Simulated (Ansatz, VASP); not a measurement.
## TaN: VASP beside Ansatz

```
CELL_PARAMETERS angstrom
2.92404 0.00000 0.00000
-1.46202 2.53229 0.00000
0.00000 0.00000 2.90660
ATOMIC_POSITIONS crystal
Ta 0.33333 0.66667 0.50000
N 0.00000 0.00000 0.00000
```

Alike in both runs: task single point; functional PBEsol; k mesh 18 × 18 × 16; occupations gaussian, width 0.15 eV; no spin polarisation.

```csv
,VASP,Ansatz
version,VASP 6.6.1,Ansatz 0.2.0
potentials or method,"VASP PAW PBE potentials, release 64 (Ta_pv, N), cutoff 520 eV","scalar-relativistic, plane waves, PAW"
valence electrons in the cell,16,18
```

VASP gave:

| Item | Value |
| --- | --- |
| gap on the k mesh at the Fermi level (eV) | none |
| pressure (GPa) | -3.9 |
| traceless stress, the component that is largest in VASP (GPa) | -5.47 |

Q: Which values does Ansatz return?

A: gap on the k mesh at the Fermi level (eV): none; pressure (GPa): -4.7; traceless stress, the component that is largest in VASP (GPa): -5.60.

VASP's potentials were made for PBE, not for PBEsol. A gap of «none» marks a metal or a gap that the smearing closes. VASP's potentials hold 16 valence electrons a cell and Ansatz's 18, so a difference there can come from the potentials and not from the codes.

Neither program's run includes spin-orbit coupling.
